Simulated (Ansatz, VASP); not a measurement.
## Two plane-wave programs on Ba

```
Ba
1.0
     3.11900   -2.20396    0.00000
     3.11900    2.20396    0.00000
     0.00000    0.00000    6.24205
Ba
2
Direct
  0.75004 0.24996 0.25000
  0.24996 0.75004 0.75000
```

Alike in both runs: task single point; functional PBEsol; k mesh 12 × 12 × 8; occupations tetrahedron; no spin polarisation.

```csv
,VASP,Ansatz
version,VASP 6.6.1,Ansatz 0.2.0
potentials or method,"VASP PAW PBE potentials, release 64 (Ba_sv), cutoff 520 eV","scalar-relativistic, plane waves, PAW"
valence electrons in the cell,20,20
```

|  | VASP | Ansatz | Ansatz less VASP |
| --- | --- | --- | --- |
| gap on the k mesh at the Fermi level (eV) | none | none | - |
| pressure (GPa) | 4.4 | 4.0 | -0.44 |

VASP's potentials were made for PBE, not for PBEsol. A gap of «none» marks a metal or a gap that the smearing closes. Ansatz's warnings: band table not solved further, tetrahedron derivatives may miss energy slope.

Spin-orbit coupling is off throughout.
